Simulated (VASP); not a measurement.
# Bi (C2/m) in VASP: further runs, part 2 of 2

VASP 6.6.1. Earlier steps stand in the parts before.

## Step 3: Single point, HSE06

This run uses another cell than the first one, of 33.27 Å³/atom.

POSCAR

```
Bi
1.0
    3.4702548129     -3.0885447757     -0.1184843710
    3.4702548129      3.0885447757     -0.1184843710
   -1.3593551299      0.0000000000      3.1503028624
Bi
2
Direct
    0.7645746274      0.7645746274      0.8870782834
    0.2354253726      0.2354253726      0.1129217166
```

INCAR.step1

```
SYSTEM = Bi
PREC = Accurate ; ENCUT = 520
EDIFF = 1E-5 ; ISMEAR = -1
SIGMA = 0.05 ; LREAL = .False.
LASPH = .True. ; NELM = 80
ALGO = Normal ; ISIF = 2
LWAVE = .True. ; LCHARG = .False.
GGA = PE ; NBANDS = 22
```

INCAR.step2

```
SYSTEM = Bi
PREC = Accurate ; ENCUT = 520
EDIFF = 1E-7 ; ISMEAR = -1
SIGMA = 0.05 ; LREAL = .False.
LASPH = .True. ; NELM = 80
ALGO = Normal ; ISIF = 2
LWAVE = .False. ; LCHARG = .False.
GGA = PE ; LHFCALC = .True.
HFSCREEN = 0.2079 ; PRECFOCK = Normal
ISTART = 1 ; NBANDS = 22
```

KPOINTS

```
regular mesh
0
Gamma
  3 3 5
  0 0 0
```

Potentials or basis: VASP PAW PBE potentials, release 64 (Bi_d).

On the command line:

```
$ cat potpaw_PBE.64/Bi_d/POTCAR > POTCAR
$ cp INCAR.step1 INCAR
$ mpirun -np 1 vasp_std > vasp.out
$ cp INCAR.step2 INCAR
$ mpirun -np 1 vasp_std > vasp.out
```

OUTCAR:

```text
SYSTEM = Bi
   PREC = Accurate
   ENCUT = 520
   EDIFF = 1E-7
   ISMEAR = -1
   LREAL = .False.
   LASPH = .True.
   NELM = 80
   ISIF = 2
   GGA = PE
   LHFCALC = .True.
   HFSCREEN = 0.2079
   PRECFOCK = Normal
   ISTART = 1

 ion  position               nearest neighbor table
   1  0.765  0.765  0.887-   2 3.02   2 3.21   2 3.21   2 3.50
   2  0.235  0.235  0.113-   1 3.02   1 3.21   1 3.21   1 3.50

  LATTYP: Found a base centered monoclinic cell.
 ALAT       =     6.9445538410
 B/A-ratio  =     0.8894868832
 C/A-ratio  =     0.4940665728
 COS(beta)  =    -0.4272895460

  Lattice vectors:

 A1 = (   3.4702548129,  -3.0885447757,  -0.1184843710)
 A2 = (   3.4702548129,   3.0885447757,  -0.1184843710)
 A3 = (  -1.3593551299,   0.0000000000,   3.1503028624)

Analysis of symmetry for initial positions (statically):
=====================================================================
 Subroutine PRICEL returns:
 Original cell was already a primitive cell.

 Routine SETGRP: Setting up the symmetry group for a
 base centered monoclinic supercell.

 Subroutine GETGRP returns: Found  4 space group operations
 (whereof  4 operations were pure point group operations)
 out of a pool of  4 trial point group operations.

The static configuration has the point symmetry C_2h.

Analysis of symmetry for dynamics (positions and initial velocities):
=====================================================================
 Subroutine PRICEL returns:
 Original cell was already a primitive cell.

 Routine SETGRP: Setting up the symmetry group for a
 base centered monoclinic supercell.

 Subroutine GETGRP returns: Found  4 space group operations
 (whereof  4 operations were pure point group operations)
 out of a pool of  4 trial point group operations.

The dynamic configuration has the point symmetry C_2h.

 Subroutine INISYM returns: Found  4 space group operations
 (whereof  4 operations are pure point group operations),
 and found     1 'primitive' translations

----------------------------------------------------------------------------------------

                                     Primitive cell

  volume of cell :      66.5352

  direct lattice vectors                    reciprocal lattice vectors
     3.470254813 -3.088544776 -0.118484371     0.146236081 -0.161888539  0.063100843
     3.470254813  3.088544776 -0.118484371     0.146236081  0.161888539  0.063100843
    -1.359355130  0.000000000  3.150302862     0.011000015  0.000000000  0.322176302

  length of vectors
     4.647129850  4.647129850  3.431071916     0.227100433  0.227100433  0.322364034

  position of ions in fractional coordinates (direct lattice)
     0.764574627  0.764574627  0.887078283
     0.235425373  0.235425373  0.112921717

  ion indices of the primitive-cell ions
   primitive index   ion index
                 1           1
                 2           2

----------------------------------------------------------------------------------------

 KPOINTS: regular mesh

Automatic generation of k-mesh.
 Grid dimensions read from file:
 generate k-points for:    3    3    5

 Generating k-lattice:

  Cartesian coordinates                     Fractional coordinates (reciprocal lattice)
     0.048745360 -0.053962846  0.021033614     0.333333333 -0.000000000  0.000000000
     0.048745360  0.053962846  0.021033614    -0.000000000  0.333333333  0.000000000
     0.002200003  0.000000000  0.064435260    -0.000000000 -0.000000000  0.200000000

  Length of vectors
     0.075700144  0.075700144  0.064472807

  Shift w.r.t. Gamma in fractional coordinates (k-lattice)
     0.000000000  0.000000000  0.000000000

 Subroutine IBZKPT returns following result:
 ===========================================

 Found     16 irreducible k-points:

 Following reciprocal coordinates:
            Coordinates               Weight
  0.000000  0.000000  0.000000      1.000000
  0.333333 -0.000000  0.000000      4.000000
  0.333333  0.333333  0.000000      2.000000
 -0.333333  0.333333  0.000000      2.000000
  0.000000  0.000000  0.200000      2.000000
  0.333333 -0.000000  0.200000      4.000000
[... 8 lines left out ...]
 -0.333333  0.333333  0.400000      4.000000
 -0.333333 -0.333333  0.400000      2.000000
   k-points           NKPTS =     16   k-points in BZ     NKDIM =     45   number of bands    NBANDS=     22
   number of dos      NEDOS =    301   number of ions     NIONS =      2
   total plane-waves  NPLWV =  36288
   dimension x,y,z NGX =    36 NGY =   36 NGZ =   28
   dimension x,y,z NGXF=    72 NGYF=   72 NGZF=   56
   ions per type =               2
   NGX,Y,Z   is equivalent  to a cutoff of  12.88, 12.88, 13.57 a.u.
   NGXF,Y,Z  is equivalent  to a cutoff of  25.76, 25.76, 27.13 a.u.
 SYSTEM =  Bi
   PREC   = accura    normal or accurate (medium, high low for compatibility)
   ISTART =      1    job   : 0-new  1-cont  2-samecut
   ICHARG =      0    charge: 1-file 2-atom 10-const
   ISPIN  =      1    spin polarized calculation?
   LNONCOLLINEAR =      F non collinear calculations
   LSORBIT =      F    spin-orbit coupling
   LASPH  =      T    aspherical Exc in radial PAW
   ENCUT  =  520.0 eV  38.22 Ry    6.18 a.u.   8.64  8.64  6.38*2*pi/ulx,y,z
   NELM   =     80;   NELMIN=  2; NELMDL=  0     # of ELM steps
   EDIFF  = 0.1E-06   stopping-criterion for ELM
   LREAL  =      F    real-space projection
   EDIFFG = 0.1E-05   stopping-criterion for IOM
   NSW    =      0    number of steps for IOM
   IBRION =     -1    ionic relax: 0-MD 1-quasi-New 2-CG
   NFREE  =      0    steps in history (QN), initial steepest desc. (CG)
   ISIF   =      2    stress and relaxation
   ISYM   =      3    0-nonsym 1-usesym 2-fastsym
   POTIM  = 0.5000    time-step for ionic-motion
   TEBEG  =    0.0;   TEEND  =   0.0 temperature during run
   PSTRESS=    0.0 pullay stress
   NELECT =      30.0000    total number of electrons
   NUPDOWN=      -1.0000    fix difference up-down
   EMIN   =  10.00;   EMAX   =-10.00  energy-range for DOS
   EFERMI =   0.00;   METHOD = LEGACY
   ISMEAR =    -1;   SIGMA  =   0.05  broadening in eV -4-tet -1-fermi 0-gaus
   EFERMI_NEDOS =   21; number of points for ismear=-14 and -15
   IALGO  =     38    algorithm
   IMIX   =      1    mixing-type and parameters
     AMIX     =   0.40;   BMIX     =  1.00
     AMIX_MAG =   1.60;   BMIX_MAG =  1.00
  volume/ion in A,a.u.               =      33.27       224.50
  Fermi-wavevector in a.u.,A,eV,Ry     =   1.255350  2.372267 21.441457  1.575903
  Thomas-Fermi vector in A             =   2.389111
   LORBIT       =      0    0 simple, 1 ext, 2 COOP (PROOUT), +10 PAW based schemes
   GGA     = PE    functional components
   LHFCALC =     T    Hartree Fock is set to
   PRECFOCK=normal    Normal, Fast or Accurate (Low or Medium for compatibility)
   ENCUT4O =  -1.0   cutoff for four orbital integrals eV
   NKREDX  =     1    reduce k-point grid by
   NKREDY  =     1    reduce k-point grid by
   NKREDZ  =     1    reduce k-point grid by
   AEXX    =    0.2500 exact exchange contribution
   HFSCREEN=    0.2079 screening length (either q_TF or 0.3 A-1)
   HFSCREENC=   0.2079 screening length for correlation (either q_TF or 0.3 A-1)
   ENCUTFOCK=  -1.0 apply spherical cutoff to Coloumb kernel
   IVDW    =     0    specifies the selected vdW correction
   LEPSILON=     F    determine dielectric tensor
   LRPA    =     F    only Hartree local field effects (RPA)
 non-spin polarized calculation
  energy-cutoff  :      520.00
  volume of cell :       66.54
 maximum number of plane-waves:      1804
 NGX is ok and might be reduce to    36
  NGX = 28; NGY = 28; NGZ = 20

 number of electron      29.9999988 magnetization

 Free energy of the ion-electron system (eV)
  ---------------------------------------------------
  ext. energy  EPLUGINS =         0.00000000
  ---------------------------------------------------
  free energy    TOTEN  =        -9.01323490 eV

  energy without entropy =       -9.00937714  energy(sigma->0) =       -9.01130602

 E-fermi :   6.6324     XC(G=0):  -8.2218

 val. band max:        6.6273927857   @ k =   0.0000   0.0000   0.2000
 cond. band min:       7.0103321734   @ k =  -0.3333  -0.0000   0.4000
 fundamental gap:      0.3829393877
 Fermi energy:         6.6323890903

 k-point     1 :       0.0000    0.0000    0.0000
  band No.  band energies     occupation
      1     -18.2968      2.00000
      2     -18.1920      2.00000
      3     -18.1576      2.00000
      4     -18.1213      2.00000
      5     -18.0286      2.00000
      6     -18.0162      2.00000
[... 389 lines left out ...]
     21      15.7733      0.00000
     22      17.8316      0.00000

------------------------ aborting loop because EDIFF is reached ----------------------------------------

  FORCE on cell =-STRESS in cart. coord.  units (eV):
  Direction    XX          YY          ZZ          XY          YZ          ZX
  --------------------------------------------------------------------------------------
  -------------------------------------------------------------------------------------
  Total        0.0008263     -0.0325355     -0.0117144      0.0000000      0.0000000     -0.0074740
  in kB        0.0198982     -0.7834597     -0.2820842      0.0000000      0.0000000     -0.1799756
  external PRESSURE =      -0.3485486 kB  Pullay stress =       0.0000000 kB

 VOLUME and BASIS-vectors are now :
 -----------------------------------------------------------------------------
  energy-cutoff  :      520.00
  volume of cell :       66.54
      direct lattice vectors                 reciprocal lattice vectors
     3.470254813 -3.088544776 -0.118484371     0.146236081 -0.161888539  0.063100843
     3.470254813  3.088544776 -0.118484371     0.146236081  0.161888539  0.063100843
    -1.359355130  0.000000000  3.150302862     0.011000015  0.000000000  0.322176302

 POSITION                                       TOTAL-FORCE (eV/Angst)
 -----------------------------------------------------------------------------------
      4.10068      0.00000      2.61338        -0.007761      0.000000     -0.003889
      1.48047      0.00000      0.29995         0.007761      0.000000      0.003889
 -----------------------------------------------------------------------------------
    total drift:                               -0.000000      0.000000     -0.000000

  FREE ENERGIE OF THE ION-ELECTRON SYSTEM (eV)
  ---------------------------------------------------
  free  energy   TOTEN  =        -9.0132348981 eV

  energy  without entropy=       -9.0093771420  energy(sigma->0) =       -9.01130602
```

Wall time 76 min (1 thread of Intel Xeon 8259CL, shared host); peak memory 0.3 GiB.

What came out:

* Free energy: -9.0132 eV
* Pressure: 0.0 GPa
* Largest force: 0.009 eV/Å
* Band gap on the k mesh: zero (bands 15 and 16 overlap by 4.02 eV)

Forces on the atoms (eV/Å):
```
Bi  -0.008  0.000 -0.004
Bi   0.008  0.000  0.004
```

Caveat: the k points lie up to 0.48 Å⁻¹ apart, too coarse for converged energies and pressures of a metal; the PAW data sets were made with another functional, which shifts forces and pressure a little; spin-orbit coupling is left out, which moves the levels of the heavy elements.

## Step 4: Single point, B3LYP

POSCAR

```
Bi
1.0
    3.4885980000     -3.1325780000      0.0000000000
    3.4885980000      3.1325780000      0.0000000000
   -1.2602350000      0.0000000000      3.1135500000
Bi
2
Direct
    0.7530610000      0.7530610000      0.8573820000
    0.2469390000      0.2469390000      0.1426180000
```

INCAR.step1

```
SYSTEM = Bi
PREC = Accurate ; ENCUT = 520
EDIFF = 1E-5 ; ISMEAR = -1
SIGMA = 0.05 ; LREAL = .FALSE.
LASPH = .TRUE. ; NELM = 60
ALGO = Normal ; ISIF = 2
LWAVE = .TRUE. ; LCHARG = .FALSE.
NBANDS = 22 ; GGA = PE
```

INCAR.step2

```
SYSTEM = Bi
PREC = Accurate ; ENCUT = 520
EDIFF = 1E-7 ; ISMEAR = -1
SIGMA = 0.05 ; LREAL = .FALSE.
LASPH = .TRUE. ; NELM = 60
ALGO = Normal ; ISIF = 2
LWAVE = .FALSE. ; LCHARG = .FALSE.
GGA = B3 ; LHFCALC = .TRUE.
AEXX = 0.2 ; AGGAX = 0.72
AGGAC = 0.81 ; ALDAC = 0.19
PRECFOCK = Normal ; NBANDS = 22
ISTART = 1
```

KPOINTS

```
Automatic mesh
0
G
  3 3 5
  0 0 0
```

On the command line:

```
$ cat potpaw_PBE.64/Bi_d/POTCAR > POTCAR
$ cp INCAR.step1 INCAR
$ mpirun -np 1 vasp_std > vasp.out
$ cp INCAR.step2 INCAR
$ mpirun -np 1 vasp_std > vasp.out
```

Run time: 76 min. Hardware: 1 thread of Intel Xeon 8259CL, shared host; peak memory 0.21 GiB.

The run converged. Its results:

```
Free energy            : -8.2805 eV
Pressure               : 1.4 GPa
Largest force          : 0.403 eV/Å
Band gap on the k mesh : zero (bands 15 and 16 overlap by 5.09 eV)
```

Forces on the atoms (eV/Å):
```
Bi   0.315  0.000  0.252
Bi  -0.315  0.000 -0.252
```

Stress tensor (GPa, compression positive):
```
 0.41  0.00 -2.49
 0.00  0.96  0.00
-2.49  0.00  2.72
```

Levels at points of the mesh, in eV from the Fermi level:
```tsv
k point	band 12	band 13	band 14	band 15	band 16	band 17	band 18	band 19
(0.00, 0.00, 0.00)	-10.22	-3.73	-3.42	3.61	3.68	4.39	4.73	4.91
```

Caveat: the k points lie up to 0.47 Å⁻¹ apart, too coarse for converged energies and pressures of a metal; the PAW data sets were made with another functional, which shifts forces and pressure a little; spin-orbit coupling is left out, which moves the levels of the heavy elements.

## Step 5: Summary

```tsv
level	cell	share of exact exchange	screening parameter	gap on the mesh (eV)	pressure (GPa)	largest force (eV/Å)
r2SCANh	a = 4.689, b = 4.689, c = 3.359 Å, angles 106.2, 106.2, 83.8°, 2 atoms, atomic positions A	0.1	-	none	-1.6	0.43
HSE06	a = 4.647, b = 4.647, c = 3.431 Å, angles 108.6, 108.6, 83.3°, 2 atoms, atomic positions B	0.25	0.2079 1/Å	none	0.0	0.01
B3LYP	a = 4.689, b = 4.689, c = 3.359 Å, angles 106.2, 106.2, 83.8°, 2 atoms, atomic positions A	0.2	-	none	1.4	0.40
```

Alike in all rows: task single point; potentials or basis VASP PAW PBE potentials, release 64 (Bi_d); no spin polarisation; k mesh 3 × 3 × 5; cutoff (eV) 520; smearing fermi-dirac 0.05 eV.

Caveats: all runs use coarse meshes; the PAW data sets were made with another functional, which shifts forces and pressure a little; spin-orbit coupling is left out, which moves the levels of the heavy elements.

Total energies depend on the potentials used, so only differences within one code and one set of settings carry meaning.

The gap in the log of VASP goes by the Fermi energy; the results here count the filled bands.